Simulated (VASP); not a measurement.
Write the native input for VASP 6.6.1 that does the following.

- Task: relaxation of cell and atoms
- Functional: r2SCAN
- Potentials or basis: VASP PAW PBE potentials, release 64 (Li_sv, H)
- Cutoff: 600 eV
- k mesh: 10 × 10 × 10
- Occupations: gaussian, width 0.01 eV
- Spin: no spin polarisation
- Target pressure: 15 GPa
- Dipole correction: no
- Further INCAR settings: ALGO = Normal; EDIFF = 1e-06; IBRION = 2; EDIFFG = -0.002; NSW = 100; ISIF = 3

LiH:

```
Li H
1.0
     2.00233    2.00233    0.00000
    -2.00233    2.00233    0.00000
     0.00000    2.00233    2.00233
Li H
1 1
Direct
  0.00000 0.00000 0.00000
  0.50000 0.50000 0.00000
```

The input as run:

POSCAR

```
LiH
1.0
    2.0023268344      2.0023268344      0.0000000000
   -2.0023268344      2.0023268344      0.0000000000
    0.0000000000      2.0023268344      2.0023268344
Li H
1 1
Direct
    0.0000000000      0.0000000000      0.0000000000
    0.5000000000      0.5000000000      0.0000000000
```

INCAR.step1

```
SYSTEM = LiH
  PREC = Accurate
  ENCUT = 600
  ISMEAR = 0
  SIGMA = 0.01
  LREAL = .FALSE.
  LASPH = .TRUE.
  NELM = 60
  GGA = PE
  ALGO = Normal
  EDIFF = 1E-4
  LWAVE = .TRUE.
  LCHARG = .FALSE.
```

INCAR.step2

```
SYSTEM = LiH
  PREC = Accurate
  ENCUT = 600
  EDIFF = 1E-6
  ISMEAR = 0
  SIGMA = 0.01
  LREAL = .FALSE.
  LASPH = .TRUE.
  NELM = 60
  ALGO = Normal
  ISIF = 3
  LWAVE = .FALSE.
  LCHARG = .FALSE.
  METAGGA = R2SCAN
  LMIXTAU = .TRUE.
  IBRION = 2
  NSW = 100
  EDIFFG = -0.002
  PSTRESS = 150.0
  ISTART = 1
```

KPOINTS

```
regular mesh
0
G
  10 10 10
  0 0 0
```

Potentials or basis: VASP PAW PBE potentials, release 64 (Li_sv, H).

Run with:

```console
$ cat potpaw_PBE.64/Li_sv/POTCAR potpaw_PBE.64/H/POTCAR > POTCAR
$ cp INCAR.step1 INCAR
$ mpirun -np 1 vasp_std > vasp.out
$ cp INCAR.step2 INCAR
$ mpirun -np 1 vasp_std > vasp.out
```

Results of the run:

```yaml
Relaxed_volume: 6.14 Å³/atom
Relaxed_cell: a = 2.590 Å, b = 2.590 Å, c = 2.590 Å, α = 60.00°, β = 60.00°, γ = 90.00°
Space_group_after_relaxing_to_0.1_Å: Fm-3m (No. 225)
Energy_change_on_relaxing_the_run_minimises_the_enthalpy: +69.6 meV/atom
Ionic_steps: 20
Pressure_after_relaxing: 15.0 GPa
Band_gap_on_the_k_mesh: 3.36 eV
```

Caveat: the cutoff is under 1.25 times the usual one of these potentials, so pressure, stress and relaxed cells hold a basis-set (Pulay) error; the cell is relaxed towards a set pressure, so the run minimises the enthalpy, not the energy; the volume moved by over 15 % at a fixed basis, so the end points are rough; the PAW data sets were made with another functional, which shifts forces and pressure a little.

It took 61 s on 1 thread of Intel(R) Xeon(R) 6975P-C (Granite Rapids), on a shared host, peak memory 0.13 GiB.
